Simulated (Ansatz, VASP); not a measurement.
# ZnW2Se4: VASP beside Ansatz

```
CELL_PARAMETERS angstrom
3.31123 0.00000 0.00000
-1.65561 2.86761 0.00000
0.00000 0.00000 17.95801
ATOMIC_POSITIONS crystal
W 0.33333 0.66667 0.24043
W 0.00000 0.00000 0.77426
Se 0.00000 0.00000 0.33466
Se 0.33333 0.66667 0.68002
Se 0.33333 0.66667 0.86821
Se 0.00000 0.00000 0.14627
Zn 0.00000 0.00000 0.51315
```

Alike in both runs: task single point; functional PBE; k mesh 9 × 9 × 2; occupations fermi-dirac, width 0.05 eV; no spin polarisation.

```csv
,VASP,Ansatz
version,VASP 6.6.1,Ansatz 0.2.0
potentials or method,"VASP PAW PBE potentials, release 64 (W_sv, Se, Zn)",Ansatz PAW
plane-wave cutoff (eV),520,420
valence electrons in the cell,64,104
```

|  | VASP | Ansatz | Ansatz less VASP |
| --- | --- | --- | --- |
| gap on the k mesh at the Fermi level (eV) | 0.29 | 0.29 | +0.001 |
| least direct gap on the mesh (eV) | 0.33 | 0.34 | +0.004 |
| pressure (GPa) | -0.2 | -0.4 | -0.21 |
| traceless stress, the component that is largest in VASP (GPa) | 0.11 | 0.06 | -0.052 |
| rms of the force components (eV/Å) | 0.046 | 0.062 | +0.0168 |

Atom by atom the forces differ by 0.019 eV/Å (rms over components). With one functional, cell and mesh, what is left measures potentials, basis and numerics. VASP's potentials hold 64 valence electrons a cell and Ansatz's 104, so a difference there can come from the potentials and not from the codes.

Spin-orbit coupling is off throughout. Noted on Ansatz's run: odd divisions of the mesh miss points on the zone boundary, where band edges often lie, so the gap on the mesh can be too wide.
